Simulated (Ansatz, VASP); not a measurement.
# K: VASP beside Ansatz

File INCAR:

```
SYSTEM = K
PREC = Accurate ; ENCUT = 520
EDIFF = 1E-7 ; ISMEAR = 0
SIGMA = 0.05 ; LREAL = .FALSE.
LASPH = .TRUE. ; NELM = 60
ALGO = Fast ; ISIF = 2
LWAVE = .FALSE. ; LCHARG = .TRUE.
GGA = CA ; LELF = .TRUE.
LVHAR = .TRUE. ; NBANDS = 46
```

File KPOINTS:

```
Automatic mesh
0
G
  4 4 4
  0 0 0
```

Contents of POSCAR:

```
K
1.0
    8.6569015082      0.0000000000      0.0000000000
    0.0000000000      8.6569015082      0.0000000000
    0.0000000000      0.0000000000      8.6569015082
K
8
Direct
    0.0000000000      0.0000000000      0.0000000000
    0.5000000000      0.2500000000      0.0000000000
    0.5000000000      0.7500000000      0.0000000000
    0.0000000000      0.5000000000      0.2500000000
    0.2500000000      0.0000000000      0.5000000000
    0.7500000000      0.0000000000      0.5000000000
    0.5000000000      0.5000000000      0.5000000000
    0.0000000000      0.5000000000      0.7500000000
```

Input for Ansatz:

```yaml
crystal:
  lattice:
    - [8.6569015082, 0.0, 0.0]
    - [0.0, 8.6569015082, 0.0]
    - [0.0, 0.0, 8.6569015082]
  atoms:
    - { symbol: K, position: [0.0, 0.0, 0.0] }
    - { symbol: K, position: [0.5, 0.25, 0.0] }
    - { symbol: K, position: [0.5, 0.75, 0.0] }
    - { symbol: K, position: [0.0, 0.5, 0.25] }
    - { symbol: K, position: [0.25, 0.0, 0.5] }
    - { symbol: K, position: [0.75, 0.0, 0.5] }
    - { symbol: K, position: [0.5, 0.5, 0.5] }
    - { symbol: K, position: [0.0, 0.5, 0.75] }
basis:
  ecutwfc: 420
  fft_grid_basis: typed
kpoints:
  mp_grid: { grid: [4, 4, 4] }
hamiltonian:
  xc: lda
  pseudopotentials: { kind: paw }
scf:
  occupations: { method: gaussian, width: 0.05 }
output:
  forces: true
  stress: true
  eigenvalues: true
  bader: true
  write_density: true
  volumetric_format: npy
  elf: true
```

Alike in both runs: task single point; functional LDA; k mesh 4 × 4 × 4; occupations gaussian, width 0.05 eV; no spin polarisation.

|  | VASP | Ansatz |
| --- | --- | --- |
| version | VASP 6.6.1 | Ansatz 0.2.0 |
| potentials or method | VASP PAW LDA potentials, release 64 (K_sv), cutoff 520 eV | scalar-relativistic, plane waves, PAW |
| valence electrons in the cell | 72 | 72 |

|  | VASP | Ansatz | Ansatz less VASP |
| --- | --- | --- | --- |
| gap on the k mesh at the Fermi level (eV) | none | none | - |
| pressure (GPa) | -0.7 | -0.6 | +0.01 |

LDA's correlation is that of Perdew and Zunger in VASP and of Perdew and Wang (1992) in Ansatz. A gap of «none» marks a metal or a gap that the smearing closes.
